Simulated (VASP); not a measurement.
Here is a VASP 6.6.1 calculation.

POSCAR

```
C
1.0
    2.1130425595     -1.2200386853      0.0000000000
    2.1130425595      1.2200386853      0.0000000000
   -1.3698138511      0.0000000000      3.4793204435
C
2
Direct
    0.1666444700      0.1666444700      0.9999069600
    0.8333555300      0.8333555300      0.0000930400
```

Contents of INCAR.step1:

```
  PREC = Accurate
  ENCUT = 520
  EDIFF = 1E-5
  ISMEAR = -1
  SIGMA = 0.05
  LREAL = F
  LASPH = T
  NELM = 60
  ALGO = Normal
  ISIF = 2
  LWAVE = T
  LCHARG = F
  GGA = PE
  NBANDS = 11
```

The input INCAR.step2:

```
  PREC = Accurate
  ENCUT = 520
  EDIFF = 1E-7
  ISMEAR = -1
  SIGMA = 0.05
  LREAL = F
  LASPH = T
  NELM = 60
  ALGO = Normal
  ISIF = 2
  LWAVE = F
  LCHARG = F
  GGA = PE
  LHFCALC = T
  AEXX = 0.25
  PRECFOCK = Normal
  ISTART = 1
  NBANDS = 11
```

Contents of KPOINTS:

```
Automatic mesh
0
Gamma
  6 6 4
```

Potentials or basis: VASP PAW PBE potentials, release 64 (C).

Launch:

```console
$ cat potpaw_PBE.64/C/POTCAR > POTCAR
$ cp INCAR.step1 INCAR
$ mpirun -np 1 vasp_std > vasp.out
$ cp INCAR.step2 INCAR
$ mpirun -np 1 vasp_std > vasp.out
```

Question: Estimate the pressure.

Answer: 4.3 GPa.

Question: What does it give for the largest force?

Answer: 0.062 eV/Å.

Forces in eV/Å, atoms in the order of the input:
```
C    0.006  0.000 -0.061
C   -0.006  0.000  0.061
```

Caveat: the k points lie up to 0.51 Å⁻¹ apart; this functional lacks dispersion, which binds the layers, so the pressure and a relaxed spacing across them are unreliable; the PAW data sets were made with another functional, which shifts forces and pressure a little.
